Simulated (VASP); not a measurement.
Input of a VASP 6.6.1 run:

INCAR

```
SYSTEM = As
ALGO = Normal
EDIFF = 1E-6
ENCUT = 520
ISIF = 2
ISMEAR = 0
LASPH = .True.
LCHARG = .True.
LELF = .True.
LREAL = .False.
LVHAR = .True.
LWAVE = .False.
NBANDS = 12
NELM = 60
PREC = Accurate
SIGMA = 0.1
```

File KPOINTS:

```
k-points
0
Gamma
  15 15 15
  0 0 0
```

Contents of POSCAR:

```
As
1.0
    1.8798796949      1.0853490479      3.3285105703
   -1.8798796949      1.0853490479      3.3285105703
    0.0000000000     -2.1706980958      3.3285105702
As
2
Direct
    0.7694664251      0.7694664251      0.7694664251
    0.2305335749      0.2305335749      0.2305335749
```

Potentials or basis: VASP PAW LDA potentials, release 64 (As).

Command:

```bash
$ cat potpaw_LDA.64/As/POTCAR > POTCAR
$ mpirun -np 1 vasp_std > vasp.out
```

(1) What does it give for the largest force?

(2) What does it give for the band gap on the k mesh?

(3) What does it give for the pressure?

## Answers

(1) 0.068 eV/Å.

(2) zero (band 5 reaches 6.05 eV, above the bottom of band 6 at 5.90 eV).

(3) 0.5 GPa.
